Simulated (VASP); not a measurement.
Runs of VASP 6.6.1 on Bi. The structure is that of space group I4/mmm (No. 139), or close to it. The cells are those of the table. 

```csv
cell,gap on the mesh (eV),pressure (GPa)
"a = 3.411 Å, angles 116.7, 98.3, 114.0°, 1 atom",none,1.1
"a = 3.398 Å, angles 114.6, 108.7, 105.3°, 1 atom",none,0.4
"a = 3.396 Å, angles 111.8, 105.7, 110.9°, 1 atom",none,(a)
"a = 3.396 Å, angles 113.2, 107.2, 108.1°, 1 atom",none,0.2
"a = 3.412 Å, angles 116.0, 97.6, 115.4°, 1 atom",none,1.2
"a = 3.398 Å, angles 110.5, 104.3, 113.8°, 1 atom",none,0.3
"a = 3.411 Å, angles 120.7, 102.8, 105.6°, 1 atom",none,(b)
```

Alike in all rows: task single point; level PBE+D3(BJ); potentials or basis VASP PAW PBE potentials, release 64 (Bi_d); no spin polarisation; k mesh 16 × 16 × 16; cutoff (eV) 520; smearing gaussian 0.15 eV.

Problem. Estimate the missing entries.

Solution. (a) 0.1; (b) 2.0.

Caveats: spin-orbit coupling is left out, which moves the levels of the heavy elements.

A k mesh can miss the band edges, and the runs leave out spin-orbit coupling on Bi.

A gap of «none» marks levels without a gap at the run's occupations.
